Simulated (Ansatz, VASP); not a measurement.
**Sn in VASP and in Ansatz**

The input INCAR:

```
PREC = Accurate
ENCUT = 520
EDIFF = 1E-6
ISMEAR = -1
SIGMA = 0.05
LREAL = F
LASPH = T
NELM = 60
ALGO = Normal
ISIF = 2
LWAVE = F
LCHARG = F
GGA = CA
NBANDS = 21
```

Contents of KPOINTS:

```
regular mesh
0
Gamma
  15 15 15
```

The input POSCAR:

```
Sn
1.0
   -2.8563261551      2.8563261551      1.5581786438
    2.8563261551     -2.8563261551      1.5581786438
    2.8563261551      2.8563261551     -1.5581786438
Sn
2
Direct
    0.0000000000      0.0000000000      0.0000000000
    0.7500000000      0.2500000000      0.5000000000
```

Input for Ansatz:

```yaml
crystal:
  lattice:
    - [-2.8563261551, 2.8563261551, 1.5581786438]
    - [2.8563261551, -2.8563261551, 1.5581786438]
    - [2.8563261551, 2.8563261551, -1.5581786438]
  atoms:
    - { symbol: Sn, position: [0.0, 0.0, 0.0] }
    - { symbol: Sn, position: [0.75, 0.25, 0.5] }
kpoints:
  mp_grid: { grid: [15, 15, 15] }
  band_path:
    path:
      - [0.0, 0.0, 0.0]
      - [0.0, 0.0, 0.5]
      - [-0.5, 0.5, 0.5]
      - [0.0, 0.0, 0.0]
      - [0.3243975974, 0.3243975974, -0.3243975974]
      - [-0.3243975974, 0.6756024026, 0.3243975974]
      - [-0.5, 0.5, 0.5]
      - [0.0, 0.0, 0.5]
      - [0.25, 0.25, 0.25]
    npoints: 5
scf:
  occupations: { method: fermi_dirac, width: 0.05 }
hamiltonian:
  xc: lda
  pseudopotentials: { kind: all_electron, lapw: { basis_error: 0.0005 } }
output:
  forces: true
  stress: true
  eigenvalues: true
```

Change from the starting cell: volume scaled by 0.94.

Alike in both runs: task single point; functional LDA; k mesh 15 × 15 × 15; occupations fermi-dirac, width 0.05 eV; no spin polarisation.

|  | VASP | Ansatz |
| --- | --- | --- |
| version | VASP 6.6.1 | Ansatz 0.2.0 |
| potentials or method | VASP PAW LDA potentials, release 64 (Sn_d), cutoff 520 eV | all-electron LAPW, scalar-relativistic |

Ansatz gave:

* pressure (GPa): 1.9
* traceless stress, the component that is largest in VASP (GPa): -0.75

Question: Which values does VASP return?

Answer: Pressure (GPa): 1.9; traceless stress, the component that is largest in VASP (GPa): -0.73.

LDA's correlation is that of Perdew and Zunger in VASP and of Perdew and Wang (1992) in Ansatz. Ansatz ran all-electron here, and VASP with PAW potentials.
